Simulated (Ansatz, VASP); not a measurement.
Two plane-wave programs on Nb2H

Contents of INCAR:

```
PREC = Accurate
ENCUT = 600
EDIFF = 1E-6
ISMEAR = 0
SIGMA = 0.1
LREAL = False
LASPH = True
NELM = 100
ALGO = Normal
ISIF = 3
LWAVE = False
LCHARG = False
GGA = PE
IBRION = 2
NSW = 100
EDIFFG = -0.01
```

The input KPOINTS:

```
regular mesh
0
Gamma
  10 10 10
```

POSCAR

```
Nb2H
1.0
    4.3442379344      0.0000000000      0.0000000000
    0.0000000000      4.3442379344      0.0000000000
    0.0000000000      0.0000000000      4.3442379344
Nb H
4 2
Direct
    0.2500000000      0.2500000000      0.2500000000
    0.7500000000      0.7500000000      0.2500000000
    0.7500000000      0.2500000000      0.7500000000
    0.2500000000      0.7500000000      0.7500000000
    0.5000000000      0.5000000000      0.5000000000
    0.0000000000      0.0000000000      0.0000000000
```

Input for Ansatz:

```yaml
crystal:
  lattice:
    - [4.3442379344, 0.0, 0.0]
    - [0.0, 4.3442379344, 0.0]
    - [0.0, 0.0, 4.3442379344]
  atoms:
    - { symbol: Nb, position: [0.25, 0.25, 0.25] }
    - { symbol: Nb, position: [0.75, 0.75, 0.25] }
    - { symbol: Nb, position: [0.75, 0.25, 0.75] }
    - { symbol: Nb, position: [0.25, 0.75, 0.75] }
    - { symbol: H, position: [0.5, 0.5, 0.5] }
    - { symbol: H, position: [0.0, 0.0, 0.0] }
basis:
  ecutwfc: 420
kpoints:
  mp_grid: { grid: [10, 10, 10] }
hamiltonian:
  xc: pbe
scf:
  occupations: { method: gaussian, width: 0.1 }
output:
  forces: true
  stress: true
  eigenvalues: true
  write_density: true
  write_potential: true
  elf: true
  volumetric_format: npy
relax:
  adjacent_minimum: "off"
  f_tol: 0.01
  max_steps: 80
  cell: { stress_tol: 0.05 }
```

Alike in both runs: task relaxation of cell and atoms; functional PBE; k mesh 10 × 10 × 10; occupations gaussian, width 0.1 eV; no spin polarisation.

|  | VASP | Ansatz |
| --- | --- | --- |
| version | VASP 6.6.1 | Ansatz 0.2.0 |
| potentials or method | VASP PAW PBE potentials, release 64 (Nb_sv, H), cutoff 600 eV | scalar-relativistic, plane waves, PAW |
| valence electrons in the cell | 54 | 54 |

```csv
,VASP,Ansatz,Ansatz less VASP
"gap on the k mesh at the Fermi level, each at its own relaxed structure (eV)",none,none,-
relaxed volume (Å³/atom),13.63,13.66,+0.027
relaxed cell length with the largest relative difference (Å),4.341,4.344,+0.0029
```

A gap of «none» marks a metal or a gap that the smearing closes.
